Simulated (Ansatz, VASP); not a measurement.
## One calculation of CsSnI3, two programs

```
Cs Sn I
1.0
     6.29879    0.00000    0.00000
     0.00000    6.29879    0.00000
     0.00000    0.00000    6.11261
Cs Sn I
1 1 3
Direct
  0.00000 0.00000 0.00000
  0.50000 0.50000 0.50000
  0.00000 0.50000 0.50000
  0.50000 0.00000 0.50000
  0.50000 0.50000 0.00000
```

Change from the starting cell: strain +0.015 along x and y, -0.015 along z, atoms carried along.

Alike in both runs: task single point; functional PBE; k mesh 6 × 6 × 6; occupations gaussian, width 0.03 eV; no spin polarisation.

|  | VASP | Ansatz |
| --- | --- | --- |
| version | VASP 6.6.1 | Ansatz 0.2.0 |
| potentials or method | VASP PAW PBE potentials, release 64 (Cs_sv, Sn_d, I), cutoff 520 eV | scalar-relativistic, plane waves, PAW |
| valence electrons in the cell | 44 | 74 |

|  | VASP | Ansatz | Ansatz less VASP |
| --- | --- | --- | --- |
| gap on the k mesh at the Fermi level (eV) | 0.30 | 0.30 | +0.006 |
| least direct gap on the mesh (eV) | 0.30 | 0.30 | +0.006 |
| pressure (GPa) | 0.4 | 0.4 | 0.00 |
| traceless stress, the component that is largest in VASP (GPa) | 0.72 | 0.72 | 0.000 |

VASP's potentials hold 44 valence electrons a cell and Ansatz's 74, so a difference there can come from the potentials and not from the codes.

Spin-orbit coupling is off throughout.
